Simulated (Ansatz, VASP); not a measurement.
**Zn in VASP and in Ansatz**

File INCAR:

```
SYSTEM = Zn
PREC = Accurate
ENCUT = 520
EDIFF = 1E-6
ISMEAR = 0
SIGMA = 0.15
LREAL = .False.
LASPH = .True.
NELM = 80
ALGO = Fast
ISIF = 2
LWAVE = .False.
LCHARG = .False.
GGA = PE
NBANDS = 19
```

Contents of KPOINTS:

```
regular mesh
0
Gamma
  24 24 10
  0 0 0
```

The input POSCAR:

```
Zn
1.0
    2.6248260824      0.0000000000      0.0000000000
   -1.3124130412      2.2731660679      0.0000000000
    0.0000000000      0.0000000000      5.0951010000
Zn
2
Direct
    0.3333333333      0.6666666667      0.2500000000
    0.6666666667      0.3333333333      0.7500000000
```

Input for Ansatz:

```yaml
crystal:
  lattice:
    - [2.6248260824, 0.0, 0.0]
    - [-1.3124130412, 2.2731660679, 0.0]
    - [0.0, 0.0, 5.095101]
  atoms:
    - { symbol: Zn, position: [0.3333333333, 0.6666666667, 0.25] }
    - { symbol: Zn, position: [0.6666666667, 0.3333333333, 0.75] }
basis:
  ecutwfc: 420
kpoints:
  mp_grid: { grid: [24, 24, 10] }
hamiltonian:
  xc: pbe
scf:
  occupations: { method: gaussian, width: 0.15 }
output:
  forces: true
  stress: true
  eigenvalues: true
```

Change from the starting cell: strain -0.015 along x and y, +0.030 along z, atoms carried along.

Alike in both runs: task single point; functional PBE; k mesh 24 × 24 × 10; occupations gaussian, width 0.15 eV; no spin polarisation.

|  | VASP | Ansatz |
| --- | --- | --- |
| version | VASP 6.6.1 | Ansatz 0.2.0 |
| potentials or method | VASP PAW PBE potentials, release 64 (Zn), cutoff 520 eV | scalar-relativistic, plane waves, PAW |
| valence electrons in the cell | 24 | 24 |

Ansatz gave:

```
gap on the k mesh at the Fermi level (eV)                     : none
pressure (GPa)                                                : 0.8
traceless stress, the component that is largest in VASP (GPa) : -0.85
```

Question: Estimate VASP's values.

Answer: gap on the k mesh at the Fermi level (eV): none; pressure (GPa): 1.6; traceless stress, the component that is largest in VASP (GPa): -1.03.

A gap of «none» marks a metal or a gap that the smearing closes. The functional is the same, so the differences come from potentials, cutoffs and numerics.
